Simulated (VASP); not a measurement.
# SiO2 (I-42d) in VASP: notebook, part 2 of 2

VASP 6.6.1. Earlier steps stand in the parts before.

### 4 Electric field gradients, PBE (zz strain of +3 %)

The input, INCAR:

```
SYSTEM = SiO2
PREC = Accurate
ENCUT = 520
EDIFF = 1E-8
ISMEAR = -1
SIGMA = 0.03
LREAL = .FALSE.
LASPH = .TRUE.
NELM = 80
ALGO = Normal
ISIF = 2
LWAVE = .FALSE.
LCHARG = .FALSE.
GGA = PE
LEFG = .TRUE.
NBANDS = 25
```

The input, KPOINTS:

```
Automatic mesh
0
G
  7 7 7
  0 0 0
```

The input, POSCAR:

```
SiO2
1.0
   -2.3740500000      2.3740500000      3.8563200000
    2.3740500000     -2.3740500000      3.8563200000
    2.3740500000      2.3740500000     -3.8563200000
Si O
2 4
Direct
    0.0000000000      0.0000000000      0.0000000000
    0.7500000000      0.2500000000      0.5000000000
    0.9983800000      0.6250000000      0.8733800000
    0.3750000000      0.2483800000      0.3733800000
    0.7516200000      0.1250000000      0.1266200000
    0.8750000000      0.0016200000      0.6266200000
```

Potentials or basis: VASP PAW PBE potentials, release 64 (Si, O).

Started as:

```
cat potpaw_PBE.64/Si/POTCAR potpaw_PBE.64/O/POTCAR > POTCAR
mpirun -np 1 vasp_std > vasp.out
```

OUTCAR:

```text
SYSTEM = SiO2
   PREC = Accurate
   ENCUT = 520
   EDIFF = 1E-8
   ISMEAR = -1
   LREAL = .FALSE.
   LASPH = .TRUE.
   NELM = 80
   ISIF = 2
   GGA = PE

 ion  position               nearest neighbor table
   1  0.000  0.000  0.000-   3 1.64   4 1.64   5 1.64   6 1.64   2 3.06   2 3.06   2 3.06   2 3.06

   2  0.750  0.250  0.500-   3 1.64   4 1.64   5 1.64   6 1.64   1 3.06   1 3.06   1 3.06   1 3.06

   3  0.998  0.625  0.873-   1 1.64   2 1.64
   4  0.375  0.248  0.373-   1 1.64   2 1.64
   5  0.752  0.125  0.127-   1 1.64   2 1.64
   6  0.875  0.002  0.627-   1 1.64   2 1.64

  LATTYP: Found a body centered tetragonal cell.
 ALAT       =     4.7481000000
 C/A-ratio  =     1.6243634296

  Lattice vectors:

 A1 = (  -2.3740500000,   2.3740500000,   3.8563200000)
 A2 = (   2.3740500000,  -2.3740500000,   3.8563200000)
 A3 = (   2.3740500000,   2.3740500000,  -3.8563200000)

Analysis of symmetry for initial positions (statically):
=====================================================================
 Subroutine PRICEL returns:
 Original cell was already a primitive cell.

 Routine SETGRP: Setting up the symmetry group for a
 body centered tetragonal supercell.

 Subroutine GETGRP returns: Found  8 space group operations
 (whereof  4 operations were pure point group operations)
 out of a pool of 16 trial point group operations.

The static configuration has the point symmetry S_4 .
 The point group associated with its full space group is D_2d.

Analysis of symmetry for dynamics (positions and initial velocities):
=====================================================================
[... 854 lines left out ...]
  Total       -0.0594808     -0.0594808     -2.1943228      0.0000000      0.0000000      0.0000000
  in kB       -1.0961613     -1.0961613    -40.4388063      0.0000000      0.0000000      0.0000000
  external PRESSURE =     -14.2103763 kB  Pullay stress =       0.0000000 kB

 VOLUME and BASIS-vectors are now :
 -----------------------------------------------------------------------------
  energy-cutoff  :      520.00
  volume of cell :       86.94
      direct lattice vectors                 reciprocal lattice vectors
    -2.374050000  2.374050000  3.856320000     0.000000000  0.210610560  0.129657290
     2.374050000 -2.374050000  3.856320000     0.210610560  0.000000000  0.129657290
     2.374050000  2.374050000 -3.856320000     0.210610560  0.210610560  0.000000000

 POSITION                                       TOTAL-FORCE (eV/Angst)
 -----------------------------------------------------------------------------------
      0.00000      0.00000      0.00000        -0.000000     -0.000000      0.000000
      0.00000      2.37405      1.92816        -0.000000     -0.000000      0.000000
      1.18702      2.95987      2.89224        -0.000000     -0.194827     -0.000000
      0.58582      1.18702      0.96408        -0.194827     -0.000000     -0.000000
     -1.18702      1.78823      2.89224        -0.000000      0.194827     -0.000000
     -0.58582      3.56107      0.96408         0.194827     -0.000000     -0.000000
 -----------------------------------------------------------------------------------
    total drift:                                0.000001      0.000001      0.000001

  FREE ENERGIE OF THE ION-ELECTRON SYSTEM (eV)
  ---------------------------------------------------
  free  energy   TOTEN  =       -47.3809211416 eV

  energy  without entropy=      -47.3809211416  energy(sigma->0) =      -47.38092114

 Electric field gradients (V/A^2)
---------------------------------------------------------------------
 ion       V_xx      V_yy      V_zz      V_xy      V_xz      V_yz
---------------------------------------------------------------------
   1       4.974     4.974    -9.948    -0.001    -0.000    -0.001
   2       4.974     4.974    -9.948    -0.001    -0.001    -0.000
   3      24.490   -28.693     4.203     0.003    76.407     0.002
   4     -28.693    24.490     4.203     0.003     0.002    76.407
   5      24.490   -28.694     4.204     0.003   -76.403     0.002
   6     -28.694    24.490     4.204     0.003     0.002   -76.403
---------------------------------------------------------------------

 Electric field gradients after diagonalization (V/A^2)
 (convention: |V_zz| > |V_xx| > |V_yy|)
----------------------------------------------------------------------
 ion       V_xx      V_yy      V_zz     asymmetry (V_yy - V_xx)/ V_zz
----------------------------------------------------------------------
   1       4.975     4.973    -9.948       0.000
   2       4.975     4.973    -9.948       0.000
   3     -62.731   -28.693    91.424       0.372
   4     -62.731   -28.693    91.424       0.372
   5     -62.727   -28.694    91.420       0.372
   6     -62.727   -28.694    91.420       0.372
----------------------------------------------------------------------

           NMR quadrupolar parameters

 Cq : quadrupolar parameter    Cq=e*Q*V_zz/h
 eta: asymmetry parameters     (V_yy - V_xx)/ V_zz
 Q  : nuclear electric quadrupole moment in mb (millibarn)
----------------------------------------------------------------------
 ion       Cq(MHz)       eta       Q (mb)
----------------------------------------------------------------------
   1      -0.024       0.000       1.000
   2      -0.024       0.000       1.000
   3       0.221       0.372       1.000
   4       0.221       0.372       1.000
   5       0.221       0.372       1.000
   6       0.221       0.372       1.000
----------------------------------------------------------------------
```

stdout:

```text
POSCAR found type information on POSCAR SiO
 POSCAR found :  2 types and       6 ions
 scaLAPACK will be used
 LDA part: xc-table for (Slater+PW92), standard interpolation
 POSCAR, INCAR and KPOINTS ok, starting setup
 FFT: planning ... GRIDC
 FFT: planning ... GRID_SOFT
 FFT: planning ... GRID
 WAVECAR not read
 entering main loop
ion   1

ion   2

ion   3

ion   4

ion   5

ion   6
```

Wall time 39 s (1 thread of Intel Xeon 6975P-C (Granite Rapids), shared host); peak memory 0.26 GiB.

Results:

| Property | Result |
| --- | --- |
| Free energy | -47.3809 eV |
| Pressure | -1.4 GPa |
| Largest force | 0.195 eV/Å |
| Band gap on the k mesh | 5.77 eV, direct |

Forces on the atoms (eV/Å):
```
Si   0.000  0.000  0.000
Si   0.000  0.000  0.000
O    0.000 -0.195  0.000
O   -0.195  0.000  0.000
O    0.000  0.195  0.000
O    0.195  0.000  0.000
```

Electric field gradients, principal values (V/Å²):
| atom | least | middle | greatest (by size) |
| --- | --- | --- | --- |
| 1 Si | 4.973 | 4.975 | -9.948 |
| 2 Si | 4.973 | 4.975 | -9.948 |
| 3 O | -28.693 | -62.731 | 91.424 |
| 4 O | -28.693 | -62.731 | 91.424 |
| 5 O | -28.694 | -62.727 | 91.420 |
| 6 O | -28.694 | -62.727 | 91.420 |

Caveat: the cell differs from its parent crystal (zz strain of +3 %); without QUAD_EFG the Cq values of the log hold for a quadrupole moment of 1 mb, not for the nuclei. A k mesh can miss the band edges.
